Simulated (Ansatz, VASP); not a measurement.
# TiS2 in VASP and in Ansatz

The input INCAR:

```
  ALGO = Normal
  EDIFF = 1E-6
  ENCUT = 500
  GGA = PE
  GGA_COMPAT = F
  ISIF = 2
  ISMEAR = 0
  LASPH = T
  LCHARG = F
  LDAU = T
  LDAUJ = 0 0
  LDAUL = 2 -1
  LDAUPRINT = 1
  LDAUTYPE = 2
  LDAUU = 6 0
  LMAXMIX = 4
  LREAL = F
  LWAVE = F
  NBANDS = 19
  NELM = 200
  PREC = Accurate
  SIGMA = 0.1
```

File KPOINTS:

```
k-points
0
Gamma
  6 6 4
```

The input POSCAR:

```
TiS2
1.0
    3.4120000000      0.0000000000      0.0000000000
   -1.7060000000      2.9548790000      0.0000000000
    0.0000000000      0.0000000000      5.6950000000
Ti S
1 2
Direct
    0.0000000000      0.0000000000      0.0000000000
    0.3333333333      0.6666666667      0.2500000000
    0.6666666667      0.3333333333      0.7500000000
```

Input for Ansatz:

```yaml
crystal:
  lattice:
    - [3.412, 0.0, 0.0]
    - [-1.706, 2.954879, 0.0]
    - [0.0, 0.0, 5.695]
  atoms:
    - { symbol: Ti, position: [0.0, 0.0, 0.0] }
    - { symbol: S, position: [0.3333333333333333, 0.6666666666666666, 0.25] }
    - { symbol: S, position: [0.6666666666666666, 0.3333333333333333, 0.75] }
basis:
  ecutwfc: 462.593566181796
kpoints:
  mp_grid:
    grid: [6, 6, 4]
    shift: [0.0, 0.0, 0.0]
hamiltonian:
  xc: pbe
  hubbard:
    - { species: Ti, l: d, u_eff: 6.0 }
scf:
  occupations:
    method: gaussian
output:
  eigenvalues: true
```

Alike in both runs: task single point; functional PBE; k mesh 6 × 6 × 4; no spin polarisation; Hubbard terms Ti d U = 6.0 eV.

|  | VASP | Ansatz |
| --- | --- | --- |
| version | VASP 6.6.1 | Ansatz 0.2.0 |
| potentials or method | VASP PAW PBE potentials, release 64 (Ti_sv, S), cutoff 500 eV | plane waves, PAW |
| occupations | gaussian, width 0.1 eV | gaussian |
| valence electrons in the cell | 24 | 24 |

```csv
,VASP,Ansatz,Ansatz less VASP
gap on the k mesh at the Fermi level (eV),0.56,1.08,+0.513
```

The programs project onto different local orbitals, so the same U acts differently, and such runs can settle in different states.
